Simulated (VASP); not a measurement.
# HC2 in VASP: single point with PBEsol

Aim: the single point of HC2 with PBEsol.

Program: VASP 6.6.1. These are calculated values, not measurements. Logs are shortened: lines on timing, memory, paths and dates and some standing lists are left out, and cuts for length are marked.

## 1. The cell of the first run

The cell holds a slab with vacuum, 24 atoms: a = 5.049 Å, b = 5.049 Å, c = 16.776 Å, α = 90.00°, β = 90.00°, γ = 60.00°.

## 2. Single point, PBEsol

File INCAR:

```
PREC     = Accurate       # precision mode
ENCUT    = 520            # plane-wave cutoff, eV
EDIFF    = 1E-7           # SCF threshold, eV
ISMEAR   = -1             # smearing method
SIGMA    = 0.02           # smearing width, eV
LREAL    = Auto         
LASPH    = True           # aspherical terms in the spheres
NELM     = 60             # most SCF steps
ALGO     = Normal         # electronic algorithm
ISIF     = 2              # what is computed and relaxed
LWAVE    = False          # write WAVECAR
LCHARG   = True           # write CHGCAR
GGA      = PS             # functional
LELF     = True           # ELF
LVHAR    = True         
NBANDS   = 54             # bands
```

File KPOINTS:

```
Automatic mesh
0
Gamma
  3 3 1
```

File POSCAR:

```
HC2
1.0
    5.0487420000      0.0000000000      0.0000000000
    2.5243710000      4.3723390000      0.0000000000
    0.0000000000      0.0000000000     16.7764260000
H C
8 16
Direct
    0.1666721879      0.1666613682      0.0596074516
    0.6666779319      0.1666613682      0.0596074516
    0.1666715721      0.6666683439      0.0596074516
    0.6666575092      0.6666683439      0.0596074516
    0.5380836526     -0.0243805432      0.3438575058
    0.0445425018      0.4453451574      0.3412586209
    0.5117107633      0.5171602659      0.3466650167
    0.0028337620      1.0403356190      0.3397207486
    0.1666721879      0.1666613682      0.1251756483
    0.6666779319      0.1666613682      0.1251756483
    0.1666715721      0.6666683439      0.1251756483
    0.6666575092      0.6666683439      0.1251756483
   -0.1666613682      0.3333227364      0.1558913680
    0.3333443758      0.3333227364      0.1558913680
   -0.1666619840      0.8333297121      0.1558913680
    0.3333437600      0.8333297121      0.1558913680
   -0.1483990831      0.3139509539      0.2500651807
    0.3176108544      0.3291373336      0.2509116066
   -0.1487158907      0.8099554952      0.2502797676
    0.3678321308      0.8087204583      0.2484677010
    0.0141745970     -0.0074330924      0.2782595053
    0.5161175058     -0.0215674036      0.2785336996
    0.0141846113      0.4844317881      0.2768885339
    0.5079099490      0.4990921335      0.2801192578
```

Potentials or basis: VASP PAW PBE potentials, release 64 (H, C).

Command:

```console
> cat potpaw_PBE.64/H/POTCAR potpaw_PBE.64/C/POTCAR > POTCAR
> mpirun -np 1 vasp_std > vasp.out
```

OUTCAR:

```text
PREC = Accurate
   ENCUT = 520
   EDIFF = 1E-7
   ISMEAR = -1
   LREAL = Auto
   LASPH = True
   NELM = 60
   ISIF = 2
   GGA = PS

 ion  position               nearest neighbor table
   1  0.167  0.167  0.060-   9 1.10
   2  0.667  0.167  0.060-  10 1.10
   3  0.167  0.667  0.060-  11 1.10
   4  0.667  0.667  0.060-  12 1.10
   5  0.538  0.976  0.344-  22 1.10
   6  0.045  0.445  0.341-  23 1.09
   7  0.512  0.517  0.347-  24 1.12
   8  0.003  0.040  0.340-  21 1.05
   9  0.167  0.167  0.125-   1 1.10  16 1.55  13 1.55  14 1.55
  10  0.667  0.167  0.125-   2 1.10  13 1.55  15 1.55  14 1.55
  11  0.167  0.667  0.125-   3 1.10  15 1.55  16 1.55  14 1.55
  12  0.667  0.667  0.125-   4 1.10  16 1.55  15 1.55  13 1.55
  13  0.833  0.333  0.156-  10 1.55   9 1.55  12 1.55  17 1.58
  14  0.333  0.333  0.156-  10 1.55   9 1.55  11 1.55  18 1.60
[... 8 lines left out ...]
  23  0.014  0.484  0.277-   6 1.09  18 1.40  19 1.49  17 1.52
  24  0.508  0.499  0.280-   7 1.12  20 1.46  17 1.59  18 1.65

  LATTYP: Found a hexagonal cell.
 ALAT       =     5.0487421480
 C/A-ratio  =     3.3228922192

  Lattice vectors:

 A1 = (  -2.5243710000,  -4.3723390000,   0.0000000000)
 A2 = (   5.0487420000,   0.0000000000,   0.0000000000)
 A3 = (   0.0000000000,   0.0000000000,  16.7764260000)

Analysis of symmetry for initial positions (statically):
=====================================================================
 Subroutine PRICEL returns:
 Original cell was already a primitive cell.

 Routine SETGRP: Setting up the symmetry group for a
 hexagonal supercell.

 Subroutine GETGRP returns: Found  1 space group operations
 (whereof  1 operations were pure point group operations)
 out of a pool of 24 trial point group operations.

The static configuration has the point symmetry C_1 .

Analysis of symmetry for dynamics (positions and initial velocities):
=====================================================================
 Subroutine PRICEL returns:
 Original cell was already a primitive cell.

 Routine SETGRP: Setting up the symmetry group for a
 hexagonal supercell.

 Subroutine GETGRP returns: Found  1 space group operations
 (whereof  1 operations were pure point group operations)
 out of a pool of 24 trial point group operations.

The dynamic configuration has the point symmetry C_1 .

 Subroutine INISYM returns: Found  1 space group operations
 (whereof  1 operations are pure point group operations),
 and found     1 'primitive' translations

----------------------------------------------------------------------------------------

                                     Primitive cell

  volume of cell :     370.3364

  direct lattice vectors                    reciprocal lattice vectors
     5.048742000  0.000000000  0.000000000     0.198069143 -0.114355268  0.000000000
     2.524371000  4.372339000  0.000000000     0.000000000  0.228710537  0.000000000
     0.000000000  0.000000000 16.776426000     0.000000000  0.000000000  0.059607452

  length of vectors
     5.048742000  5.048742148 16.776426000     0.228710544  0.228710537  0.059607452

  position of ions in fractional coordinates (direct lattice)
     0.166672188  0.166661368  0.059607452
     0.666677932  0.166661368  0.059607452
     0.166671572  0.666668344  0.059607452
     0.666657509  0.666668344  0.059607452
     0.538083653  0.975619457  0.343857506
     0.044542502  0.445345157  0.341258621
[... 16 lines left out ...]
     0.014184611  0.484431788  0.276888534
     0.507909949  0.499092133  0.280119258

  ion indices of the primitive-cell ions
   primitive index   ion index
                 1           1
                 2           2
                 3           3
                 4           4
                 5           5
                 6           6
[... 16 lines left out ...]
                23          23
                24          24

----------------------------------------------------------------------------------------

 KPOINTS: Automatic mesh

Automatic generation of k-mesh.
 Grid dimensions read from file:
 generate k-points for:    3    3    1

 Generating k-lattice:

  Cartesian coordinates                     Fractional coordinates (reciprocal lattice)
     0.066023048 -0.038118423  0.000000000     0.333333333  0.000000000  0.000000000
     0.000000000  0.076236846  0.000000000     0.000000000  0.333333333  0.000000000
     0.000000000  0.000000000  0.059607452     0.000000000  0.000000000  1.000000000

  Length of vectors
     0.076236848  0.076236846  0.059607452

  Shift w.r.t. Gamma in fractional coordinates (k-lattice)
     0.000000000  0.000000000  0.000000000

 Subroutine IBZKPT returns following result:
 ===========================================

 Found      5 irreducible k-points:

 Following reciprocal coordinates:
            Coordinates               Weight
  0.000000  0.000000  0.000000      1.000000
  0.333333  0.000000  0.000000      2.000000
  0.333333  0.333333  0.000000      2.000000
  0.000000  0.333333  0.000000      2.000000
 -0.333333  0.333333  0.000000      2.000000
   k-points           NKPTS =      5   k-points in BZ     NKDIM =      5   number of bands    NBANDS=     54
   number of dos      NEDOS =    301   number of ions     NIONS =     24
   total plane-waves  NPLWV = 201600
   dimension x,y,z NGX =    40 NGY =   40 NGZ =  126
   dimension x,y,z NGXF=    80 NGYF=   80 NGZF=  252
   ions per type =               8  16
   NGX,Y,Z   is equivalent  to a cutoff of  13.17, 13.17, 12.49 a.u.
   NGXF,Y,Z  is equivalent  to a cutoff of  26.34, 26.34, 24.97 a.u.
 SYSTEM =  unknown system
   PREC   = accura    normal or accurate (medium, high low for compatibility)
   ISTART =      0    job   : 0-new  1-cont  2-samecut
   ICHARG =      2    charge: 1-file 2-atom 10-const
   ISPIN  =      1    spin polarized calculation?
   LNONCOLLINEAR =      F non collinear calculations
   LSORBIT =      F    spin-orbit coupling
   LASPH  =      T    aspherical Exc in radial PAW
   ENCUT  =  520.0 eV  38.22 Ry    6.18 a.u.   9.39  9.39 31.19*2*pi/ulx,y,z
   NELM   =     60;   NELMIN=  2; NELMDL= -5     # of ELM steps
   EDIFF  = 0.1E-06   stopping-criterion for ELM
   LREAL  =      T    real-space projection
   EDIFFG = 0.1E-05   stopping-criterion for IOM
   NSW    =      0    number of steps for IOM
   IBRION =     -1    ionic relax: 0-MD 1-quasi-New 2-CG
   NFREE  =      0    steps in history (QN), initial steepest desc. (CG)
   ISIF   =      2    stress and relaxation
   ISYM   =      2    0-nonsym 1-usesym 2-fastsym
   POTIM  = 0.5000    time-step for ionic-motion
   TEBEG  =    0.0;   TEEND  =   0.0 temperature during run
   PSTRESS=    0.0 pullay stress
   NELECT =      72.0000    total number of electrons
   NUPDOWN=      -1.0000    fix difference up-down
   EMIN   =  10.00;   EMAX   =-10.00  energy-range for DOS
   EFERMI =   0.00;   METHOD = LEGACY
   ISMEAR =    -1;   SIGMA  =   0.02  broadening in eV -4-tet -1-fermi 0-gaus
   EFERMI_NEDOS =   21; number of points for ismear=-14 and -15
   IALGO  =     38    algorithm
   IMIX   =      4    mixing-type and parameters
     AMIX     =   0.40;   BMIX     =  1.00
     AMIX_MAG =   1.60;   BMIX_MAG =  1.00
  volume/ion in A,a.u.               =      15.43       104.13
  Fermi-wavevector in a.u.,A,eV,Ry     =   0.948390  1.792197 12.237666  0.899443
  Thomas-Fermi vector in A             =   2.076574
   LORBIT       =      0    0 simple, 1 ext, 2 COOP (PROOUT), +10 PAW based schemes
   GGA     = PS    functional components
   LHFCALC =     F    Hartree Fock is set to
   AEXX    =    0.0000 exact exchange contribution
   IVDW    =     0    specifies the selected vdW correction
   LEPSILON=     F    determine dielectric tensor
   LRPA    =     F    only Hartree local field effects (RPA)
 non-spin polarized calculation
  energy-cutoff  :      520.00
  volume of cell :      370.34
 maximum number of plane-waves:      9984
 NGX is ok and might be reduce to    40
   NGX = 19   NGY = 19   NGZ = 63

 number of electron      72.0000000 magnetization

 Free energy of the ion-electron system (eV)
  ---------------------------------------------------
  ext. energy  EPLUGINS =         0.00000000
  ---------------------------------------------------
  free energy    TOTEN  =      -180.99881787 eV

  energy without entropy =     -180.99881787  energy(sigma->0) =     -180.99881787

 E-fermi :   0.2514     XC(G=0):  -4.9167

 val. band max:       -0.2699874159   @ k =   0.0000   0.0000   0.0000
 cond. band min:       2.4702359132   @ k =   0.0000   0.0000   0.0000
 fundamental gap:      2.7402233290
 Fermi energy:         0.2514455981

 k-point     1 :       0.0000    0.0000    0.0000
  band No.  band energies     occupation
      1     -20.2133      2.00000
      2     -17.6998      2.00000
      3     -15.3115      2.00000
      4     -14.9048      2.00000
      5     -14.7510      2.00000
      6     -13.9728      2.00000
[... 40 lines left out ...]
     47       6.7222      0.00000
     48       6.9513      0.00000

 k-point     2 :       0.3333    0.0000    0.0000
  band No.  band energies     occupation
      1     -19.5483      2.00000
      2     -17.5914      2.00000
      3     -17.0499      2.00000
      4     -15.7505      2.00000
      5     -15.6040      2.00000
      6     -15.1089      2.00000
[... 40 lines left out ...]
     47       6.9823      0.00000
     48       7.0568      0.00000

 k-point     3 :       0.3333    0.3333    0.0000
  band No.  band energies     occupation
      1     -19.5561      2.00000
      2     -17.5828      2.00000
      3     -17.0171      2.00000
      4     -15.9450      2.00000
      5     -15.3839      2.00000
      6     -15.1324      2.00000
[... 40 lines left out ...]
     47       6.8431      0.00000
     48       7.0649      0.00000

 k-point     4 :       0.0000    0.3333    0.0000
  band No.  band energies     occupation
      1     -19.5496      2.00000
      2     -17.5958      2.00000
      3     -17.0496      2.00000
      4     -15.8295      2.00000
      5     -15.4850      2.00000
      6     -15.1237      2.00000
[... 40 lines left out ...]
     47       6.9322      0.00000
     48       7.0210      0.00000

 k-point     5 :      -0.3333    0.3333    0.0000
  band No.  band energies     occupation
      1     -18.4801      2.00000
      2     -18.2255      2.00000
      3     -17.9263      2.00000
      4     -15.9653      2.00000
      5     -15.7748      2.00000
      6     -15.5764      2.00000
[... 40 lines left out ...]
     47       6.8775      0.00000
     48       7.0754      0.00000
 [bands above 48 left out]

------------------------ aborting loop because EDIFF is reached ----------------------------------------

  FORCE on cell =-STRESS in cart. coord.  units (eV):
  Direction    XX          YY          ZZ          XY          YZ          ZX
  --------------------------------------------------------------------------------------
  -------------------------------------------------------------------------------------
  Total       -0.1131979     -0.2786194     -0.8514552     -0.7369472      2.0488990     -4.6590309
  in kB       -0.4897251     -1.2053842     -3.6836296     -3.1882364      8.8641007    -20.1562496
  external PRESSURE =      -1.7929130 kB  Pullay stress =       0.0000000 kB

 VOLUME and BASIS-vectors are now :
 -----------------------------------------------------------------------------
  energy-cutoff  :      520.00
  volume of cell :      370.34
      direct lattice vectors                 reciprocal lattice vectors
     5.048742000  0.000000000  0.000000000     0.198069143 -0.114355268  0.000000000
     2.524371000  4.372339000  0.000000000     0.000000000  0.228710537  0.000000000
     0.000000000  0.000000000 16.776426000     0.000000000  0.000000000  0.059607452

 POSITION                                       TOTAL-FORCE (eV/Angst)
 -----------------------------------------------------------------------------------
      1.26220      0.72870      1.00000        -0.000615     -0.086620     -0.354357
      3.78660      0.72870      1.00000        -0.027093     -0.047256     -0.318375
      2.52440      2.91490      1.00000         0.060302     -0.006755     -0.352613
      5.04870      2.91490      1.00000         0.060640     -0.057885     -0.373689
      5.17947      4.26574      5.76870        -0.564458      0.050668      0.464595
      1.34910      1.94720      5.72510        -0.385315      0.803083      0.997503
[... 16 lines left out ...]
      1.29450      2.11810      4.64520        -2.558791      0.177719      1.210383
      3.82420      2.18220      4.69940        -0.501450     -2.866855     -0.376087
 -----------------------------------------------------------------------------------
    total drift:                                0.010680     -0.016591     -0.067976

  FREE ENERGIE OF THE ION-ELECTRON SYSTEM (eV)
  ---------------------------------------------------
  free  energy   TOTEN  =      -180.9988178698 eV

  energy  without entropy=     -180.9988178698  energy(sigma->0) =     -180.99881787
```

Run time: 8.5 min. Hardware: 1 thread of Intel Xeon 8259CL, shared host; peak memory 0.48 GiB.

What came out:

| Item | Value |
| --- | --- |
| Free energy | -180.9988 eV |
| Largest force | 7.495 eV/Å |
| Band gap on the k mesh | 2.74 eV |

Forces in eV/Å, atoms in the order of the input:
```
H   -0.001 -0.087 -0.354
H   -0.027 -0.047 -0.318
H    0.060 -0.007 -0.353
H    0.061 -0.058 -0.374
H   -0.564  0.051  0.465
H   -0.385  0.803  0.998
H   -0.288 -0.280 -0.173
H   -0.122 -0.786  2.338
C    0.006  0.008  1.419
C   -0.001  0.019  1.981
C    0.001 -0.034  1.455
C    0.033 -0.055  1.182
C    0.133 -0.424 -0.467
C   -0.318 -0.138 -0.254
C    0.339 -0.734 -0.419
C    0.761 -0.742 -0.765
C   -1.608  1.917 -1.977
C    6.751 -2.460 -2.134
C    0.475  3.100 -0.628
C   -3.351  2.994 -0.043
C    0.134 -1.792 -2.019
C    0.973  1.440 -0.393
C   -2.559  0.178  1.210
C   -0.501 -2.867 -0.376
```

Caveat: the k points lie up to 0.48 Å⁻¹ apart; there is no dipole correction, which matters where the two faces differ; the PAW data sets were made with another functional, which shifts forces and pressure a little.
